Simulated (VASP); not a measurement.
Wanted: the native input for a VASP 6.6.1 run.

- Task: single point
- Functional: PBE
- Potentials or basis: VASP PAW PBE potentials, release 64 (Zn, S)
- Cutoff: 500 eV
- k mesh: 6 × 6 × 6
- Occupations: gaussian, width 0.1 eV
- Spin: no spin polarisation
- Dipole correction: no
- Further INCAR settings: ALGO = Normal; EDIFF = 1e-06; NBANDS = 16

The structure of ZnS lies in POSCAR:

```
ZnS
1.0
    0.0000000000      2.7234621712      2.7234621712
    2.7234621712      0.0000000000      2.7234621712
    2.7234621712      2.7234621712      0.0000000000
Zn S
1 1
Direct
    0.0000000000      0.0000000000      0.0000000000
    0.2500000000      0.2500000000      0.2500000000
```

One way to write it, as run:

INCAR

```
ALGO     = Normal         # electronic algorithm
EDIFF    = 1E-6           # SCF threshold, eV
ENCUT    = 500            # plane-wave cutoff, eV
GGA      = PE             # functional
GGA_COMPAT= F            
ISIF     = 2              # what is computed and relaxed
ISMEAR   = 0              # smearing method
LASPH    = T              # aspherical terms in the spheres
LCHARG   = T              # write CHGCAR
LELF     = T              # ELF
LREAL    = F              # projectors in reciprocal space
LVHAR    = T            
LWAVE    = F              # write WAVECAR
NBANDS   = 16             # bands
NELM     = 120            # most SCF steps
PREC     = Accurate       # precision mode
SIGMA    = 0.1            # smearing width, eV
```

KPOINTS

```
k-points
0
Gamma
  6 6 6
```

Potentials or basis: VASP PAW PBE potentials, release 64 (Zn, S).

The run is started by

```bash
$ cat potpaw_PBE.64/Zn/POTCAR potpaw_PBE.64/S/POTCAR > POTCAR
$ mpirun -np 1 vasp_std > vasp.out
```

It gave:

* Pressure: 0.0 GPa
* Band gap on the k mesh: 2.01 eV, direct

It took 20 s on 1 thread of Intel Xeon 8259CL, with other jobs on the host, peak memory 0.15 GiB.
